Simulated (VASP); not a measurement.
The system is SnSe.

```xyz
2
Lattice="0.0000 2.9849 2.9849 2.9849 0.0000 2.9849 2.9849 2.9849 0.0000" Properties=species:S:1:pos:R:3 pbc="T T T"
Sn    0.0000    0.0000    0.0000
Se    2.9849    2.9849    2.9849
```

Base run:

| Quantity | Value |
| --- | --- |
| Program | VASP 6.6.1 |
| Functional | PBEsol |
| Potentials or basis | VASP PAW PBE potentials, release 64 (Sn_d, Se) |
| Cutoff | 500 eV |
| k mesh | 6 × 6 × 6, shifted |
| Occupations | gaussian, width 0.01 eV |
| Spin | no spin polarisation |

Its results: band gap on the k mesh 0.58 eV (least direct gap 0.71 eV); pressure -0.5 GPa.

Q: The run is repeated on the same cell with these changes: k mesh from 6 × 6 × 6, shifted to 6 × 6 × 6, through Γ. What comes out?

A: Band gap on the k mesh 0.76 eV; pressure -1.0 GPa.

Caveats: the PAW data sets were made with another functional, which shifts forces and pressure a little; spin-orbit coupling is left out, which moves the levels of the heavy elements; a shifted mesh leaves out Γ, where band edges can lie (at least some runs).

A k mesh can miss the band edges.
